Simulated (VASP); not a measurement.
# Gd (P6_3/mmc) in VASP: notebook

Gd is run at these levels: PBE; tasks: single point.

Everything below comes from runs of VASP 6.6.1. Logs are shortened: lines on timing, memory, paths and dates and some standing lists are left out, and cuts for length are marked.

## Step 1: The cell of the first run

Symmetry: P6_3/mmc, No. 194, hexagonal system. The conventional cell has a = 3.648 Å, b = 3.648 Å, c = 5.833 Å, α = 90.00°, β = 90.00°, γ = 120.00°. Gd (site symmetry -6m2) has 12 Gd at 3.60 to 3.65 Å within 4.7 Å.

## Step 2: Single point, PBE, collinear spin, ferromagnetic start

Contents of INCAR:

```
SYSTEM = Gd
PREC = Accurate ; ENCUT = 520
EDIFF = 1E-7 ; ISMEAR = 1
SIGMA = 0.01 ; LREAL = .False.
LASPH = .True. ; NELM = 150
ALGO = Normal ; ISIF = 2
LWAVE = .False. ; LCHARG = .False.
ISPIN = 2 ; MAGMOM = 7.372 7.372
LORBIT = 11 ; LMAXMIX = 6
GGA = PE ; NBANDS = 29
```

Contents of KPOINTS:

```
Automatic mesh
0
Gamma
  10 10 6
  0 0 0
```

Contents of POSCAR:

```
Gd
1.0
    3.6483276435      0.0000000000      0.0000000000
   -1.8241638217      3.1595444206      0.0000000000
    0.0000000000      0.0000000000      5.8327272018
Gd
2
Direct
    0.3333333333      0.6666666667      0.2500000000
    0.6666666667      0.3333333333      0.7500000000
```

Potentials or basis: VASP PAW PBE potentials, release 64 (Gd).

Launch:

```
> cat potpaw_PBE.64/Gd/POTCAR > POTCAR
> mpirun -np 1 vasp_std > vasp.out
```

OUTCAR:

```text
SYSTEM = Gd
   PREC = Accurate
   ENCUT = 520
   EDIFF = 1E-7
   ISMEAR = 1
   LREAL = .False.
   LASPH = .True.
   NELM = 150
   ISIF = 2
   ISPIN = 2
   LORBIT = 11
   GGA = PE

 ion  position               nearest neighbor table
   1  0.333  0.667  0.250-
   2  0.667  0.333  0.750-

  LATTYP: Found a hexagonal cell.
 ALAT       =     3.6483276435
 C/A-ratio  =     1.5987399630

  Lattice vectors:

 A1 = (   3.6483276435,   0.0000000000,   0.0000000000)
 A2 = (  -1.8241638217,   3.1595444206,   0.0000000000)
 A3 = (   0.0000000000,   0.0000000000,   5.8327272018)

Analysis of symmetry for initial positions (statically):
=====================================================================
 Subroutine PRICEL returns:
 Original cell was already a primitive cell.

 Routine SETGRP: Setting up the symmetry group for a
 hexagonal supercell.

 Subroutine GETGRP returns: Found 24 space group operations
 (whereof 12 operations were pure point group operations)
 out of a pool of 24 trial point group operations.

The static configuration has the point symmetry D_3d.
 The point group associated with its full space group is D_6h.

Analysis of symmetry for dynamics (positions and initial velocities):
=====================================================================
 Subroutine PRICEL returns:
 Original cell was already a primitive cell.

 Routine SETGRP: Setting up the symmetry group for a
 hexagonal supercell.

 Subroutine GETGRP returns: Found 24 space group operations
 (whereof 12 operations were pure point group operations)
 out of a pool of 24 trial point group operations.

The dynamic configuration has the point symmetry D_3d.
 The point group associated with its full space group is D_6h.

Analysis of structural, dynamic, and magnetic symmetry:
=====================================================================
 Subroutine PRICEL returns:
 Original cell was already a primitive cell.

 Routine SETGRP: Setting up the symmetry group for a
 hexagonal supercell.

 Subroutine GETGRP returns: Found 24 space group operations
 (whereof 12 operations were pure point group operations)
 out of a pool of 24 trial point group operations.

The overall configuration has the point symmetry D_3d.
 The point group associated with its full space group is D_6h.

 Subroutine INISYM returns: Found 24 space group operations
 (whereof 12 operations are pure point group operations),
 and found     1 'primitive' translations

----------------------------------------------------------------------------------------

                                     Primitive cell

  volume of cell :      67.2342

  direct lattice vectors                    reciprocal lattice vectors
     3.648327644  0.000000000  0.000000000     0.274098189  0.158250663  0.000000000
    -1.824163822  3.159544421  0.000000000     0.000000000  0.316501326  0.000000000
     0.000000000  0.000000000  5.832727202     0.000000000  0.000000000  0.171446386

  length of vectors
     3.648327644  3.648327643  5.832727202     0.316501326  0.316501326  0.171446386

  position of ions in fractional coordinates (direct lattice)
     0.333333333  0.666666667  0.250000000
     0.666666667  0.333333333  0.750000000

  ion indices of the primitive-cell ions
   primitive index   ion index
                 1           1
                 2           2

----------------------------------------------------------------------------------------

 KPOINTS: Automatic mesh

Automatic generation of k-mesh.
 Grid dimensions read from file:
 generate k-points for:   10   10    6

 Generating k-lattice:

  Cartesian coordinates                     Fractional coordinates (reciprocal lattice)
     0.027409819  0.015825066  0.000000000     0.100000000 -0.000000000  0.000000000
     0.000000000  0.031650133  0.000000000     0.000000000  0.100000000  0.000000000
     0.000000000  0.000000000  0.028574398     0.000000000  0.000000000  0.166666667

  Length of vectors
     0.031650133  0.031650133  0.028574398

  Shift w.r.t. Gamma in fractional coordinates (k-lattice)
     0.000000000  0.000000000  0.000000000

 Subroutine IBZKPT returns following result:
 ===========================================

 Found     56 irreducible k-points:

 Following reciprocal coordinates:
            Coordinates               Weight
  0.000000  0.000000  0.000000      1.000000
  0.100000  0.000000  0.000000      6.000000
  0.200000  0.000000  0.000000      6.000000
  0.300000  0.000000  0.000000      6.000000
  0.400000  0.000000  0.000000      6.000000
  0.500000 -0.000000  0.000000      3.000000
[... 16 lines left out ...]
  0.300000  0.100000  0.166667     24.000000
  0.400000  0.100000  0.166667     24.000000
 [... further k-points ...]
   k-points           NKPTS =     56   k-points in BZ     NKDIM =     56   number of bands    NBANDS=     29
   number of dos      NEDOS =    301   number of ions     NIONS =      2
   total plane-waves  NPLWV =  37632
   dimension x,y,z NGX =    28 NGY =   28 NGZ =   48
   dimension x,y,z NGXF=    56 NGYF=   56 NGZF=   96
   ions per type =               2
   NGX,Y,Z   is equivalent  to a cutoff of  12.76, 12.76, 13.68 a.u.
   NGXF,Y,Z  is equivalent  to a cutoff of  25.52, 25.52, 27.36 a.u.
 SYSTEM =  Gd
   PREC   = accura    normal or accurate (medium, high low for compatibility)
   ISTART =      0    job   : 0-new  1-cont  2-samecut
   ICHARG =      2    charge: 1-file 2-atom 10-const
   ISPIN  =      2    spin polarized calculation?
   LNONCOLLINEAR =      F non collinear calculations
   LSORBIT =      F    spin-orbit coupling
   LASPH  =      T    aspherical Exc in radial PAW
   ENCUT  =  520.0 eV  38.22 Ry    6.18 a.u.   6.78  6.78 10.85*2*pi/ulx,y,z
   NELM   =    150;   NELMIN=  2; NELMDL= -5     # of ELM steps
   EDIFF  = 0.1E-06   stopping-criterion for ELM
   LREAL  =      F    real-space projection
   EDIFFG = 0.1E-05   stopping-criterion for IOM
   NSW    =      0    number of steps for IOM
   IBRION =     -1    ionic relax: 0-MD 1-quasi-New 2-CG
   NFREE  =      0    steps in history (QN), initial steepest desc. (CG)
   ISIF   =      2    stress and relaxation
   ISYM   =      2    0-nonsym 1-usesym 2-fastsym
   POTIM  = 0.5000    time-step for ionic-motion
   TEBEG  =    0.0;   TEEND  =   0.0 temperature during run
   PSTRESS=    0.0 pullay stress
   NELECT =      36.0000    total number of electrons
   NUPDOWN=      -1.0000    fix difference up-down
   EMIN   =  10.00;   EMAX   =-10.00  energy-range for DOS
   EFERMI =   0.00;   METHOD = LEGACY
   ISMEAR =     1;   SIGMA  =   0.01  broadening in eV -4-tet -1-fermi 0-gaus
   EFERMI_NEDOS =   21; number of points for ismear=-14 and -15
   IALGO  =     38    algorithm
   IMIX   =      4    mixing-type and parameters
     AMIX     =   0.40;   BMIX     =  1.00
     AMIX_MAG =   1.60;   BMIX_MAG =  1.00
  volume/ion in A,a.u.               =      33.62       226.86
  Fermi-wavevector in a.u.,A,eV,Ry     =   1.329369  2.512144 24.044529  1.767223
  Thomas-Fermi vector in A             =   2.458537
   LORBIT       =     11    0 simple, 1 ext, 2 COOP (PROOUT), +10 PAW based schemes
   GGA     = PE    functional components
   LHFCALC =     F    Hartree Fock is set to
   AEXX    =    0.0000 exact exchange contribution
   IVDW    =     0    specifies the selected vdW correction
   LEPSILON=     F    determine dielectric tensor
   LRPA    =     F    only Hartree local field effects (RPA)
 spin polarized calculation
 Methfessel and Paxton  Order N= 1 SIGMA  =   0.01
  energy-cutoff  :      520.00
  volume of cell :       67.23
 maximum number of plane-waves:      1828
 NGX is ok and might be reduce to    28
   NGX = 13   NGY = 13   NGZ = 21

 number of electron      36.0000010 magnetization      15.3763324

 Free energy of the ion-electron system (eV)
  ---------------------------------------------------
  ext. energy  EPLUGINS =         0.00000000
  ---------------------------------------------------
  free energy    TOTEN  =       -23.41548454 eV

  energy without entropy =      -23.41545782  energy(sigma->0) =      -23.41547563

 E-fermi :   2.8992     XC(G=0):  -9.9016

 val. band max:        2.8972853552   @ k =   0.2000   0.1000   0.1667
 cond. band min:       2.9098095791   @ k =   0.2000   0.1000   0.3333
 fundamental gap:      0.0125242239
 Fermi energy:         2.8991647341

 spin component 1

 k-point     1 :       0.0000    0.0000    0.0000
  band No.  band energies     occupation
      1     -42.4765      1.00000
      2     -42.4135      1.00000
      3     -20.1882      1.00000
      4     -19.6074      1.00000
      5     -19.6074      1.00000
      6     -19.5090      1.00000
[... 21 lines left out ...]
     28       4.3153      0.00000
     29       4.8009      0.00000
[... 705 lines left out ...]
 k-point    24 :       0.4000    0.1000    0.1667
  band No.  band energies     occupation
      1     -42.4192      1.00000
      2     -42.4012      1.00000
      3     -20.0902      1.00000
      4     -19.9894      1.00000
      5     -19.8466      1.00000
      6     -19.7553      1.00000
[... 21 lines left out ...]
     28       4.0439      0.00000
     29       4.5824      0.00000

 [... further k-points ...]

 spin component 2

 k-point     1 :       0.0000    0.0000    0.0000
  band No.  band energies     occupation
      1     -39.2218      1.00000
      2     -39.1424      1.00000
      3     -17.9279      1.00000
      4     -17.2149      1.00000
      5     -17.2149      1.00000
      6     -17.0991      1.00000
[... 21 lines left out ...]
     28       5.5375      0.00000
     29       6.0307      0.00000
[... 705 lines left out ...]
 k-point    24 :       0.4000    0.1000    0.1667
  band No.  band energies     occupation
      1     -39.1494      1.00000
      2     -39.1268      1.00000
      3     -17.8040      1.00000
      4     -17.6782      1.00000
      5     -17.5124      1.00000
      6     -17.3954      1.00000
[... 21 lines left out ...]
     28       5.2694      0.00000
     29       5.6769      0.00000

 [... further k-points ...]

------------------------ aborting loop because EDIFF is reached ----------------------------------------

  FORCE on cell =-STRESS in cart. coord.  units (eV):
  Direction    XX          YY          ZZ          XY          YZ          ZX
  --------------------------------------------------------------------------------------
  -------------------------------------------------------------------------------------
  Total       -0.0440644     -0.0440644     -0.0368541     -0.0000000      0.0000000     -0.0000000
  in kB       -1.0500469     -1.0500469     -0.8782254     -0.0000000      0.0000000     -0.0000000
  external PRESSURE =      -0.9927731 kB  Pullay stress =       0.0000000 kB

 VOLUME and BASIS-vectors are now :
 -----------------------------------------------------------------------------
  energy-cutoff  :      520.00
  volume of cell :       67.23
      direct lattice vectors                 reciprocal lattice vectors
     3.648327644  0.000000000  0.000000000     0.274098189  0.158250663  0.000000000
    -1.824163822  3.159544421  0.000000000     0.000000000  0.316501326  0.000000000
     0.000000000  0.000000000  5.832727202     0.000000000  0.000000000  0.171446386

 POSITION                                       TOTAL-FORCE (eV/Angst)
 -----------------------------------------------------------------------------------
     -0.00000      2.10636      1.45818         0.000000     -0.000000      0.000000
      1.82416      1.05318      4.37455        -0.000000      0.000000      0.000000
 -----------------------------------------------------------------------------------
    total drift:                               -0.000000      0.000000     -0.000000

  FREE ENERGIE OF THE ION-ELECTRON SYSTEM (eV)
  ---------------------------------------------------
  free  energy   TOTEN  =       -23.4154845424 eV

  energy  without entropy=      -23.4154578187  energy(sigma->0) =      -23.41547563

 total charge

# of ion       s       p       d       f       tot
--------------------------------------------------
    1        2.073   5.569   0.567   6.974  15.182
    2        2.073   5.569   0.567   6.974  15.182
--------------------------------------------------
tot          4.146  11.137   1.134  13.948  30.364

 magnetization (x)

# of ion       s       p       d       f       tot
--------------------------------------------------
    1        0.004  -0.051   0.230   6.832   7.015
    2        0.004  -0.051   0.230   6.832   7.015
--------------------------------------------------
tot          0.007  -0.102   0.460  13.664  14.030
```

Wall time 13 min (1 thread of Intel Xeon 8259CL, shared host); peak memory 0.34 GiB.

Results:

| Quantity | Value |
| --- | --- |
| Free energy | -23.4155 eV |
| Pressure | -0.1 GPa |
| Net moment | 15.38 μB per cell |
| Site moments | Gd +7.01 μB |
| Valence electrons inside the program's atomic spheres | Gd 15.18 |

Caveat: spin-orbit coupling is left out, which moves the levels of the heavy elements; semilocal functionals describe open f shells poorly, which spoils levels, moments and volumes. The state reached can hang on the start; a lower one may exist.

## Step 3: Single point, PBE, collinear spin, ferromagnetic start

Contents of INCAR:

```
PREC     = Accurate       # precision mode
ENCUT    = 520            # plane-wave cutoff, eV
EDIFF    = 1E-6           # SCF threshold, eV
ISMEAR   = -1             # smearing method
SIGMA    = 0.05           # smearing width, eV
LREAL    = False          # projectors in reciprocal space
LASPH    = True           # aspherical terms in the spheres
NELM     = 150            # most SCF steps
ALGO     = Normal         # electronic algorithm
ISIF     = 2              # what is computed and relaxed
LWAVE    = False          # write WAVECAR
LCHARG   = False          # write CHGCAR
ISPIN    = 2              # spin polarisation
MAGMOM   = 7.372 7.372    # initial moments
LORBIT   = 11             # projections on sites
LMAXMIX  = 6              # l up to which the mixer works
GGA      = PE             # functional
NBANDS   = 29             # bands
```

Contents of KPOINTS:

```
regular mesh
0
Gamma
  11 11 6
```

POSCAR is that of step 2.

Potentials or basis: VASP PAW PBE potentials, release 64 (Gd).

Launch:

```
> cat potpaw_PBE.64/Gd/POTCAR > POTCAR
> mpirun -np 1 vasp_std > vasp.out
```

Run time: 25 min. Hardware: 1 thread of Intel Xeon 8259CL, shared host; peak memory 0.36 GiB.

It converged, with:

| Item | Value |
| --- | --- |
| Free energy | -23.4264 eV |
| Pressure | 0.1 GPa |
| Net moment | 15.32 μB per cell |
| Site moments | Gd +7.00 μB |
| Valence electrons inside the program's atomic spheres | Gd 15.19 |

Levels at points of the mesh, in eV from the Fermi level:
Spin up:
```
           k point  band 23  band 24  band 25  band 26  band 27  band 28  band 29
(0.00, 0.00, 0.00)    -4.81    -2.49     0.94     1.32     1.32     1.44     1.92
(0.00, 0.00, 0.50)    -3.60    -3.60     0.45     0.45     1.24     1.24     1.24
```
Spin down:
```csv
k point,band 7,band 8,band 9,band 10,band 11,band 12,band 13,band 14
"(0.00, 0.00, 0.00)",-19.97,-19.97,-4.14,-1.39,0.32,0.35,0.40,0.46
"(0.00, 0.00, 0.50)",-20.03,-20.03,-2.62,-2.62,0.24,0.24,0.43,0.43
```

Caveat: spin-orbit coupling is left out, which moves the levels of the heavy elements; semilocal functionals describe open f shells poorly, which spoils levels, moments and volumes.
